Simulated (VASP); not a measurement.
# WSe2 in VASP: single point with PBEsol

Aim: the single point of WSe2 with PBEsol.

All numbers are computed with VASP 6.6.1; they aren't measurements. Logs are shortened: lines on timing, memory, paths and dates and some standing lists are left out, and cuts for length are marked.

### 1 The cell of the first run

The cell holds a slab with vacuum, 3 atoms: a = 3.318 Å, b = 3.318 Å, c = 16.658 Å, α = 90.00°, β = 90.00°, γ = 120.00°.

### 2 Single point, PBEsol (mode 6 (241.7 1/cm) frozen in, largest displacement +0.105 Å)

Contents of INCAR:

```
SYSTEM = WSe2
ALGO = Normal
EDIFF = 1E-6
ENCUT = 520
GGA = PS
ISIF = 2
ISMEAR = 0
LASPH = .TRUE.
LCHARG = .FALSE.
LREAL = .FALSE.
LWAVE = .FALSE.
NBANDS = 20
NELM = 60
PREC = Accurate
SIGMA = 0.05
```

Contents of KPOINTS:

```
k-points
0
G
  12 12 2
  0 0 0
```

Contents of POSCAR:

```
WSe2
1.0
    3.3179375931      0.0000000000      0.0000000000
   -1.6589687966      2.8734182438      0.0000000000
    0.0000000000      0.0000000000     16.6581424200
W Se
1 2
Direct
   -0.0156970514     -0.0313941028      0.0000000000
    0.3516042551      0.7032085102      0.0997865200
    0.3516042551      0.7032085102      0.9002134800
```

Potentials or basis: VASP PAW PBE potentials, release 64 (W_sv, Se).

Launch:

```sh
$ cat potpaw_PBE.64/W_sv/POTCAR potpaw_PBE.64/Se/POTCAR > POTCAR
$ mpirun -np 1 vasp_std > vasp.out
```

OUTCAR:

```text
SYSTEM = WSe2
   EDIFF = 1E-6
   ENCUT = 520
   GGA = PS
   ISIF = 2
   ISMEAR = 0
   LASPH = .TRUE.
   LREAL = .FALSE.
   NELM = 60
   PREC = Accurate

 ion  position               nearest neighbor table
   1  0.984  0.969  0.000-   2 2.47   3 2.47   2 2.47   3 2.47   2 2.69   3 2.69
   2  0.352  0.703  0.100-   1 2.47   1 2.47   1 2.69
   3  0.352  0.703  0.900-   1 2.47   1 2.47   1 2.69

  LATTYP: Found a hexagonal cell.
 ALAT       =     3.3179375931
 C/A-ratio  =     5.0206316281

  Lattice vectors:

 A1 = (   3.3179375931,   0.0000000000,   0.0000000000)
 A2 = (  -1.6589687966,   2.8734182438,   0.0000000000)
 A3 = (   0.0000000000,   0.0000000000,  16.6581424200)

Analysis of symmetry for initial positions (statically):
=====================================================================
 Subroutine PRICEL returns:
 Original cell was already a primitive cell.

 Routine SETGRP: Setting up the symmetry group for a
 hexagonal supercell.

 Subroutine GETGRP returns: Found  4 space group operations
 (whereof  4 operations were pure point group operations)
 out of a pool of 24 trial point group operations.

The static configuration has the point symmetry C_2v.

Analysis of symmetry for dynamics (positions and initial velocities):
=====================================================================
 Subroutine PRICEL returns:
 Original cell was already a primitive cell.

 Routine SETGRP: Setting up the symmetry group for a
 hexagonal supercell.

 Subroutine GETGRP returns: Found  4 space group operations
 (whereof  4 operations were pure point group operations)
 out of a pool of 24 trial point group operations.

The dynamic configuration has the point symmetry C_2v.

 Subroutine INISYM returns: Found  4 space group operations
 (whereof  4 operations are pure point group operations),
 and found     1 'primitive' translations

----------------------------------------------------------------------------------------

                                     Primitive cell

  volume of cell :     158.8158

  direct lattice vectors                    reciprocal lattice vectors
     3.317937593  0.000000000  0.000000000     0.301392046  0.174008779  0.000000000
    -1.658968797  2.873418244  0.000000000     0.000000000  0.348017558  0.000000000
     0.000000000  0.000000000 16.658142420     0.000000000  0.000000000  0.060030703

  length of vectors
     3.317937593  3.317937593 16.658142420     0.348017558  0.348017558  0.060030703

  position of ions in fractional coordinates (direct lattice)
     0.984302949  0.968605897  0.000000000
     0.351604255  0.703208510  0.099786520
     0.351604255  0.703208510  0.900213480

  ion indices of the primitive-cell ions
   primitive index   ion index
                 1           1
                 2           2
                 3           3

----------------------------------------------------------------------------------------

 KPOINTS: k-points

Automatic generation of k-mesh.
 Grid dimensions read from file:
 generate k-points for:   12   12    2

 Generating k-lattice:

  Cartesian coordinates                     Fractional coordinates (reciprocal lattice)
     0.025116004  0.014500732  0.000000000     0.083333333  0.000000000  0.000000000
     0.000000000  0.029001463  0.000000000     0.000000000  0.083333333  0.000000000
     0.000000000  0.000000000  0.030015351     0.000000000  0.000000000  0.500000000

  Length of vectors
     0.029001463  0.029001463  0.030015351

  Shift w.r.t. Gamma in fractional coordinates (k-lattice)
     0.000000000  0.000000000  0.000000000

 Subroutine IBZKPT returns following result:
 ===========================================

 Found     86 irreducible k-points:

 Following reciprocal coordinates:
            Coordinates               Weight
  0.000000  0.000000  0.000000      1.000000
  0.083333  0.000000  0.000000      4.000000
  0.000000  0.083333  0.000000      2.000000
  0.166667  0.000000  0.000000      4.000000
  0.000000  0.166667  0.000000      2.000000
  0.250000  0.000000  0.000000      4.000000
[... 16 lines left out ...]
 -0.083333  0.416667  0.000000      4.000000
 -0.416667  0.333333  0.000000      4.000000
 [... further k-points ...]
   k-points           NKPTS =     86   k-points in BZ     NKDIM =     86   number of bands    NBANDS=     20
   number of dos      NEDOS =    301   number of ions     NIONS =      3
   total plane-waves  NPLWV =  98784
   dimension x,y,z NGX =    28 NGY =   28 NGZ =  126
   dimension x,y,z NGXF=    56 NGYF=   56 NGZF=  252
   ions per type =               1   2
   NGX,Y,Z   is equivalent  to a cutoff of  14.03, 14.03, 12.57 a.u.
   NGXF,Y,Z  is equivalent  to a cutoff of  28.06, 28.06, 25.15 a.u.
 SYSTEM =  WSe2
   PREC   = accura    normal or accurate (medium, high low for compatibility)
   ISTART =      0    job   : 0-new  1-cont  2-samecut
   ICHARG =      2    charge: 1-file 2-atom 10-const
   ISPIN  =      1    spin polarized calculation?
   LNONCOLLINEAR =      F non collinear calculations
   LSORBIT =      F    spin-orbit coupling
   LASPH  =      T    aspherical Exc in radial PAW
   ENCUT  =  520.0 eV  38.22 Ry    6.18 a.u.   6.17  6.17 30.97*2*pi/ulx,y,z
   NELM   =     60;   NELMIN=  2; NELMDL= -5     # of ELM steps
   EDIFF  = 0.1E-05   stopping-criterion for ELM
   LREAL  =      F    real-space projection
   EDIFFG = 0.1E-04   stopping-criterion for IOM
   NSW    =      0    number of steps for IOM
   IBRION =     -1    ionic relax: 0-MD 1-quasi-New 2-CG
   NFREE  =      0    steps in history (QN), initial steepest desc. (CG)
   ISIF   =      2    stress and relaxation
   ISYM   =      2    0-nonsym 1-usesym 2-fastsym
   POTIM  = 0.5000    time-step for ionic-motion
   TEBEG  =    0.0;   TEEND  =   0.0 temperature during run
   PSTRESS=    0.0 pullay stress
   NELECT =      26.0000    total number of electrons
   NUPDOWN=      -1.0000    fix difference up-down
   EMIN   =  10.00;   EMAX   =-10.00  energy-range for DOS
   EFERMI =   0.00;   METHOD = LEGACY
   ISMEAR =     0;   SIGMA  =   0.05  broadening in eV -4-tet -1-fermi 0-gaus
   EFERMI_NEDOS =   21; number of points for ismear=-14 and -15
   IALGO  =     38    algorithm
   IMIX   =      4    mixing-type and parameters
     AMIX     =   0.40;   BMIX     =  1.00
     AMIX_MAG =   1.60;   BMIX_MAG =  1.00
  volume/ion in A,a.u.               =      52.94       357.25
  Fermi-wavevector in a.u.,A,eV,Ry     =   0.895574  1.692389 10.912587  0.802053
  Thomas-Fermi vector in A             =   2.017923
   LORBIT       =      0    0 simple, 1 ext, 2 COOP (PROOUT), +10 PAW based schemes
   GGA     = PS    functional components
   LHFCALC =     F    Hartree Fock is set to
   AEXX    =    0.0000 exact exchange contribution
   IVDW    =     0    specifies the selected vdW correction
   LEPSILON=     F    determine dielectric tensor
   LRPA    =     F    only Hartree local field effects (RPA)
 non-spin polarized calculation
 Gauss-broadening in eV      SIGMA  =   0.05
  energy-cutoff  :      520.00
  volume of cell :      158.82
 maximum number of plane-waves:      4302
 NGX is ok and might be reduce to    28
   NGX = 13   NGY = 13   NGZ = 61

 number of electron      25.9999999 magnetization

 Free energy of the ion-electron system (eV)
  ---------------------------------------------------
  ext. energy  EPLUGINS =         0.00000000
  ---------------------------------------------------
  free energy    TOTEN  =       -22.88677370 eV

  energy without entropy =      -22.88677370  energy(sigma->0) =      -22.88677370

 E-fermi :  -0.5305     XC(G=0):  -4.7775

 val. band max:       -0.9088187952   @ k =   0.3333   0.3333   0.0000
 cond. band min:       0.5719925370   @ k =   0.3333   0.3333   0.5000
 fundamental gap:      1.4808113322
 Fermi energy:        -0.5305395231

 k-point     1 :       0.0000    0.0000    0.0000
  band No.  band energies     occupation
      1     -74.9610      2.00000
      2     -39.2145      2.00000
      3     -39.1163      2.00000
      4     -39.0624      2.00000
      5     -15.7299      2.00000
      6     -14.4233      2.00000
[... 12 lines left out ...]
     19       4.1033      0.00000
     20       4.4594      0.00000

 k-point     2 :       0.0833    0.0000    0.0000
  band No.  band energies     occupation
      1     -74.9604      2.00000
      2     -39.2116      2.00000
      3     -39.1291      2.00000
      4     -39.0679      2.00000
      5     -15.6245      2.00000
      6     -14.3782      2.00000
[... 12 lines left out ...]
     19       4.2537      0.00000
     20       4.7589      0.00000

 k-point     3 :       0.0000    0.0833    0.0000
  band No.  band energies     occupation
      1     -74.9604      2.00000
      2     -39.2120      2.00000
      3     -39.1196      2.00000
      4     -39.0764      2.00000
      5     -15.6339      2.00000
      6     -14.3666      2.00000
[... 12 lines left out ...]
     19       4.2329      0.00000
     20       4.7562      0.00000

 k-point     4 :       0.1667    0.0000    0.0000
  band No.  band energies     occupation
      1     -74.9587      2.00000
      2     -39.2036      2.00000
      3     -39.1663      2.00000
      4     -39.0806      2.00000
      5     -15.3221      2.00000
      6     -14.2502      2.00000
[... 12 lines left out ...]
     19       4.6529      0.00000
     20       5.3660      0.00000

 k-point     5 :       0.0000    0.1667    0.0000
  band No.  band energies     occupation
      1     -74.9588      2.00000
      2     -39.2051      2.00000
      3     -39.1287      2.00000
      4     -39.1144      2.00000
      5     -15.3598      2.00000
      6     -14.2034      2.00000
[... 12 lines left out ...]
     19       4.5993      0.00000
     20       5.3329      0.00000
[... 353 lines left out ...]
      6     -13.9541      2.00000
[... 12 lines left out ...]
     19       5.7535      0.00000
     20       5.8517      0.00000

 k-point    22 :       0.3333    0.0833    0.0000
  band No.  band energies     occupation
      1     -74.9530      2.00000
      2     -39.2865      2.00000
      3     -39.1770      2.00000
      4     -39.1268      2.00000
      5     -14.0692      2.00000
      6     -13.7112      2.00000
[... 12 lines left out ...]
     19       5.8489      0.00000
     20       6.3740      0.00000

 k-point    23 :      -0.0833    0.4167    0.0000
  band No.  band energies     occupation
      1     -74.9532      2.00000
      2     -39.2369      2.00000
      3     -39.1811      2.00000
      4     -39.1662      2.00000
      5     -14.2228      2.00000
      6     -13.5376      2.00000
[... 12 lines left out ...]
     19       5.8029      0.00000
     20       6.2201      0.00000

 k-point    24 :      -0.4167    0.3333    0.0000
  band No.  band energies     occupation
      1     -74.9529      2.00000
      2     -39.2975      2.00000
      3     -39.1760      2.00000
      4     -39.1186      2.00000
      5     -14.0331      2.00000
      6     -13.7580      2.00000
[... 12 lines left out ...]
     19       5.8855      0.00000
     20       6.2979      0.00000

 [... further k-points ...]
[... 5 lines left out ...]
  --------------------------------------------------------------------------------------
  -------------------------------------------------------------------------------------
  Total        0.6238988     -2.2841801      1.0006424      0.0000000      0.0000000      0.0000000
  in kB        6.2940629    -23.0434390     10.0947563      0.0000000      0.0000000      0.0000000
  external PRESSURE =      -2.2182066 kB  Pullay stress =       0.0000000 kB

 VOLUME and BASIS-vectors are now :
 -----------------------------------------------------------------------------
  energy-cutoff  :      520.00
  volume of cell :      158.82
      direct lattice vectors                 reciprocal lattice vectors
     3.317937593  0.000000000  0.000000000     0.301392046  0.174008779  0.000000000
    -1.658968797  2.873418244  0.000000000     0.000000000  0.348017558  0.000000000
     0.000000000  0.000000000 16.658142420     0.000000000  0.000000000  0.060030703

 POSITION                                       TOTAL-FORCE (eV/Angst)
 -----------------------------------------------------------------------------------
      1.65897      2.78321      0.00000        -0.000000      3.288590      0.000000
     -0.00000      2.02061      1.66226         0.000000     -1.644295      0.304585
     -0.00000      2.02061     14.99588         0.000000     -1.644295     -0.304585
 -----------------------------------------------------------------------------------
    total drift:                                0.000000     -0.000082      0.000000

  FREE ENERGIE OF THE ION-ELECTRON SYSTEM (eV)
  ---------------------------------------------------
  free  energy   TOTEN  =       -22.8867736950 eV

  energy  without entropy=      -22.8867736950  energy(sigma->0) =      -22.88677370
```

Run time: 4.5 min. Hardware: 1 thread of AMD EPYC 7R13 (Zen 3), shared host; peak memory 0.44 GiB.

Results:

```yaml
Free_energy: -22.8868 eV
Largest_force: 3.289 eV/Å
Band_gap_on_the_k_mesh: 1.48 eV, direct
```

Forces on the atoms (eV/Å):
```
W    0.000  3.289  0.000
Se   0.000 -1.644  0.305
Se   0.000 -1.644 -0.305
```

Levels at points of the mesh, in eV from the valence-band top:
| k point | band 11 | band 12 | band 13 | band 14 | band 15 | band 16 |
| --- | --- | --- | --- | --- | --- | --- |
| (0.00, 0.00, 0.00) | -2.09 | -0.44 | -0.36 | 1.92 | 2.59 | 3.01 |
| (0.50, 0.00, 0.00) | -2.23 | -1.67 | -0.42 | 2.17 | 2.70 | 3.17 |
| (0.00, 0.50, 0.00) | -1.77 | -1.10 | -0.73 | 2.38 | 2.68 | 3.10 |
| (0.00, 0.00, 0.50) | -2.09 | -0.44 | -0.36 | 1.92 | 2.59 | 3.01 |
| (0.50, 0.00, 0.50) | -2.23 | -1.67 | -0.42 | 2.17 | 2.70 | 3.17 |
| (0.00, 0.50, 0.50) | -1.77 | -1.10 | -0.73 | 2.38 | 2.68 | 3.10 |

Caveat: the cell differs from its parent crystal (mode 6 (241.7 1/cm) frozen in, largest displacement +0.105 Å); the PAW data sets were made with another functional, which shifts forces and pressure a little; spin-orbit coupling is left out, which moves the levels of the heavy elements.
